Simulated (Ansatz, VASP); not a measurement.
BP in VASP and in Ansatz

File INCAR:

```
PREC     = Accurate       # precision mode
ENCUT    = 520            # plane-wave cutoff, eV
EDIFF    = 1E-6           # SCF threshold, eV
ISMEAR   = -1             # smearing method
SIGMA    = 0.05           # smearing width, eV
LREAL    = False          # projectors in reciprocal space
LASPH    = True           # aspherical terms in the spheres
NELM     = 100            # most SCF steps
ALGO     = Normal         # electronic algorithm
ISIF     = 2              # what is computed and relaxed
LWAVE    = False          # write WAVECAR
LCHARG   = False          # write CHGCAR
GGA      = PE             # functional
NBANDS   = 11             # bands
```

KPOINTS

```
regular mesh
0
Gamma
  15 15 15
```

The input POSCAR:

```
BP
1.0
    0.0000000000      2.3135014941      2.3135014941
    2.3135014941      0.0000000000      2.3135014941
    2.3135014941      2.3135014941      0.0000000000
B P
1 1
Direct
    0.0000000000      0.0000000000      0.0000000000
    0.7500000000      0.7500000000      0.7500000000
```

Input for Ansatz:

```yaml
crystal:
  lattice:
    - [0.0, 2.3135014941, 2.3135014941]
    - [2.3135014941, 0.0, 2.3135014941]
    - [2.3135014941, 2.3135014941, 0.0]
  atoms:
    - { symbol: B, position: [0.0, 0.0, 0.0] }
    - { symbol: P, position: [0.75, 0.75, 0.75] }
kpoints:
  mp_grid: { grid: [15, 15, 15] }
  band_path:
    path:
      - [0.0, 0.0, 0.0]
      - [-0.5, -0.5, 0.0]
      - [-0.375, -0.375, 0.25]
      - [-0.375, 0.0, 0.375]
      - [0.0, 0.0, 0.0]
      - [0.0, 0.0, 0.5]
      - [-0.5, -0.25, 0.25]
      - [-0.5, -0.5, 0.0]
    npoints: 5
scf:
  occupations: { method: fermi_dirac, width: 0.05 }
hamiltonian:
  xc: pbe
  pseudopotentials: { kind: all_electron, lapw: { basis_error: 0.001 } }
output:
  forces: true
  stress: true
  eigenvalues: true
```

Change from the starting cell: volume scaled by 1.06.

Alike in both runs: task single point; functional PBE; k mesh 15 × 15 × 15; occupations fermi-dirac, width 0.05 eV; no spin polarisation.

```csv
,VASP,Ansatz
version,VASP 6.6.1,Ansatz 0.2.0
potentials or method,"VASP PAW PBE potentials, release 64 (B, P), cutoff 520 eV","all-electron LAPW, scalar-relativistic"
```

Ansatz gave:

| Property | Result |
| --- | --- |
| pressure (GPa) | -7.6 |

Q: Estimate VASP's values.

A: Pressure (GPa): -7.7.

Ansatz ran all-electron here, and VASP with PAW potentials.
